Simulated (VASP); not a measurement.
Here is a VASP 6.6.1 calculation.

Contents of INCAR:

```
SYSTEM = CdS
ALGO     = Normal         ! electronic algorithm
EDIFF    = 1E-7           ! SCF threshold, eV
ENCUT    = 520            ! plane-wave cutoff, eV
GGA      = PE             ! functional
ISIF     = 2              ! what is computed and relaxed
ISMEAR   = -1             ! smearing method
LASPH    = .TRUE.         ! aspherical terms in the spheres
LCHARG   = .FALSE.        ! write CHGCAR
LREAL    = .FALSE.        ! projectors in reciprocal space
LWAVE    = .FALSE.        ! write WAVECAR
NBANDS   = 26             ! bands
NELM     = 60             ! most SCF steps
PREC     = Accurate       ! precision mode
SIGMA    = 0.05           ! smearing width, eV
```

The input KPOINTS:

```
k-points
0
G
  10 10 6
  0 0 0
```

The input POSCAR:

```
CdS
1.0
    3.7087883645      0.0000000000      0.0000000000
   -1.8543941822      3.2119049409      0.0000000000
    0.0000000000      0.0000000000      6.2901408078
Cd S
2 2
Direct
    0.0000000000      0.0000000000      0.0000000000
    0.0000000000      0.0000000000      0.5000000000
    0.3333333333      0.6666666667      0.2500000000
    0.6666666667      0.3333333333      0.7500000000
```

Potentials or basis: VASP PAW PBE potentials, release 64 (Cd, S).

The run is started by

```console
$ cat potpaw_PBE.64/Cd/POTCAR potpaw_PBE.64/S/POTCAR > POTCAR
$ mpirun -np 1 vasp_std > vasp.out
```

Question: Predict the band gap on the k mesh.

Answer: 1.05 eV.

Question: What does it give for the pressure?

Answer: 11.6 GPa.

Caveat: the cell stands under pressure. A k mesh can miss the band edges.
